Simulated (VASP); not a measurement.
A run of VASP 6.6.1:

Contents of POSCAR:

```
TePd
1.0
    4.1569631890      0.0000000000      0.0000000000
   -2.0784815945      3.6000357243      0.0000000000
    0.0000000000      0.0000000000      5.6179538495
Te Pd
2 2
Direct
    0.3333333333      0.6666666667      0.2500000000
    0.6666666667      0.3333333333      0.7500000000
    0.0000000000      0.0000000000      0.0000000000
    0.0000000000      0.0000000000      0.5000000000
```

The input INCAR.step1:

```
PREC = Accurate
ENCUT = 520
EDIFF = 1E-6
ISMEAR = 0
SIGMA = 0.1
LREAL = False
LASPH = True
NELM = 60
ALGO = Normal
ISIF = 2
LWAVE = False
LCHARG = True
LMAXMIX = 4
GGA = PS
NBANDS = 24
```

Contents of KPOINTS.step1:

```
Automatic mesh
0
Gamma
  12 12 8
```

File INCAR.step2:

```
PREC = Accurate
ENCUT = 520
EDIFF = 1E-6
ISMEAR = -5
SIGMA = 0.1
LREAL = False
LASPH = True
NELM = 60
ALGO = Normal
ISIF = 2
LWAVE = False
LCHARG = False
LMAXMIX = 4
GGA = PS
LORBIT = 11
NBANDS = 24
NEDOS = 1001
ICHARG = 11
```

KPOINTS.step2

```
Automatic mesh
0
Gamma
  18 18 12
```

Potentials or basis: VASP PAW PBE potentials, release 64 (Te, Pd).

Command:

```bash
$ cat potpaw_PBE.64/Te/POTCAR potpaw_PBE.64/Pd/POTCAR > POTCAR
$ cp INCAR.step1 INCAR
$ cp KPOINTS.step1 KPOINTS
$ mpirun -np 1 vasp_std > vasp.out
$ cp INCAR.step2 INCAR
$ cp KPOINTS.step2 KPOINTS
$ mpirun -np 1 vasp_std > vasp.out
```

Hardware: 1 thread of Intel Xeon 8259CL, with other jobs on the host.

**Question.** Estimate the wall time of this run.

**Answer.** Wall time 8.7 min on 1 thread of Intel Xeon 8259CL, with other jobs on the host, peak memory 0.55 GiB. Counts: k points 259.
